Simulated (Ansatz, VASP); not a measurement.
Two plane-wave programs on Cr

File INCAR:

```
SYSTEM = Cr
PREC = Accurate
ENCUT = 520
EDIFF = 1E-7
ISMEAR = -1
SIGMA = 0.1
LREAL = .False.
LASPH = .True.
NELM = 60
ALGO = Normal
ISIF = 2
LWAVE = .False.
LCHARG = .False.
GGA = PE
NBANDS = 19
```

The input KPOINTS:

```
Automatic mesh
0
Gamma
  24 24 12
  0 0 0
```

The input POSCAR:

```
Cr
1.0
    2.4895330018      0.0000000000      0.0000000000
   -1.2447665009      2.1559988231      0.0000000000
    0.0000000000      0.0000000000      4.4450364054
Cr
2
Direct
    0.3333333333      0.6666666667      0.2500000000
    0.6666666667      0.3333333333      0.7500000000
```

Input for Ansatz:

```yaml
crystal:
  lattice:
    - [2.4895330018, 0.0, 0.0]
    - [-1.2447665009, 2.1559988231, 0.0]
    - [0.0, 0.0, 4.4450364054]
  atoms:
    - { symbol: Cr, position: [0.3333333333, 0.6666666667, 0.25] }
    - { symbol: Cr, position: [0.6666666667, 0.3333333333, 0.75] }
hamiltonian:
  xc: pbe
  pseudopotentials:
    kind: paw
    azcp:
      Cr: "pseudopotentials/Cr.paw.azcp"
basis:
  ecutwfc: 420
  fft_grid_basis: typed
kpoints:
  mp_grid: { grid: [24, 24, 12], shift: [0, 0, 0] }
magnetization:
  spin_polarized: false
scf:
  occupations: { method: fermi_dirac, width: 0.1 }
output:
  stress: true
```

Alike in both runs: task single point; functional PBE; k mesh 24 × 24 × 12; occupations fermi-dirac, width 0.1 eV; no spin polarisation.

|  | VASP | Ansatz |
| --- | --- | --- |
| version | VASP 6.6.1 | Ansatz 0.2.0 |
| potentials or method | VASP PAW PBE potentials, release 64 (Cr_pv), cutoff 520 eV | plane waves (420 eV) with PAW, scalar-relativistic |
| valence electrons in the cell | 24 | 28 |

VASP gave:

| Property | Result |
| --- | --- |
| pressure (GPa) | -0.4 |

Task: What did Ansatz give for the same quantities?

Result: Pressure (GPa): 0.0.

VASP's potentials hold 24 valence electrons a cell and Ansatz's 28, so a difference there can come from the potentials and not from the codes.
